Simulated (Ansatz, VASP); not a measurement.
# PbS: VASP beside Ansatz

INCAR

```
ALGO = Normal ; EDIFF = 1E-6
ENCUT = 500 ; GGA = PE
GGA_COMPAT = F ; ISIF = 2
ISMEAR = 0 ; LASPH = T
LCHARG = F ; LREAL = F
LWAVE = F ; NBANDS = 17
NELM = 120 ; PREC = Accurate
SIGMA = 0.1
```

KPOINTS

```
k-points
0
Gamma
  3 3 3
```

POSCAR

```
PbS
1.0
    2.1126617058      1.2197458045      3.4519162518
   -2.1126617058      1.2197458045      3.4519162518
    0.0000000000     -2.4394916091      3.4519162518
Pb S
1 1
Direct
    0.9805657800      0.9805657800      0.9805657800
    0.4750355500      0.4750355500      0.4750355500
```

Input for Ansatz:

```yaml
crystal:
  lattice:
    - [2.1126617058, 1.2197458045, 3.4519162518]
    - [-2.1126617058, 1.2197458045, 3.4519162518]
    - [0.0, -2.4394916091, 3.4519162518]
  atoms:
    - { symbol: Pb, position: [0.98056578, 0.98056578, 0.98056578] }
    - { symbol: S, position: [0.47503555, 0.47503555, 0.47503555] }
basis:
  ecutwfc: 420
kpoints:
  mp_grid: { grid: [3, 3, 3] }
hamiltonian:
  xc: pbe
scf:
  occupations: { method: gaussian, width: 0.1 }
output:
  forces: true
  stress: true
  eigenvalues: true
```

Alike in both runs: task single point; functional PBE; k mesh 3 × 3 × 3; occupations gaussian, width 0.1 eV; no spin polarisation.

|  | VASP | Ansatz |
| --- | --- | --- |
| version | VASP 6.6.1 | Ansatz 0.2.0 |
| potentials or method | VASP PAW PBE potentials, release 64 (Pb_d, S), cutoff 500 eV | scalar-relativistic, plane waves, PAW |
| valence electrons in the cell | 20 | 20 |

|  | VASP | Ansatz | Ansatz less VASP |
| --- | --- | --- | --- |
| pressure (GPa) | -0.1 | -0.1 | +0.06 |

The k mesh is coarse, so the values compare programs but aren't converged. Neither program's run includes spin-orbit coupling.
